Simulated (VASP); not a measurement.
BN:

```
N B
1.0
     1.22558    0.70759    3.30408
    -1.22558    0.70759    3.30408
     0.00000   -1.41518    3.30408
N B
1 1
Cartesian
  0.0000 0.0000 6.6138
  0.0000 0.0000 0.0033
```

This cell differs from its parent crystal: volume scaled by 0.94.

Base run:

| Quantity | Value |
| --- | --- |
| Program | VASP 6.6.1 |
| Functional | PBEsol |
| Potentials or basis | VASP PAW PBE potentials, release 64 (N, B) |
| Cutoff | 520 eV |
| k mesh | 12 × 12 × 12 |
| Occupations | fermi-dirac, width 0.05 eV |
| Spin | no spin polarisation |

Its results: band gap on the k mesh 4.24 eV, indirect (least direct gap 4.79 eV); pressure 17.7 GPa.

Task: The run is repeated on the same cell with these changes: functional from PBEsol to r2SCAN. What comes out?

Result: Band gap on the k mesh 4.92 eV, indirect (least direct gap 5.56 eV); pressure 17.0 GPa.

r2SCAN gives the wider gap, since meta-GGAs in the generalised Kohn-Sham scheme recover part of the derivative discontinuity.

Caveats: the PAW data sets were made with another functional, which shifts forces and pressure a little.

A k mesh can miss the band edges.
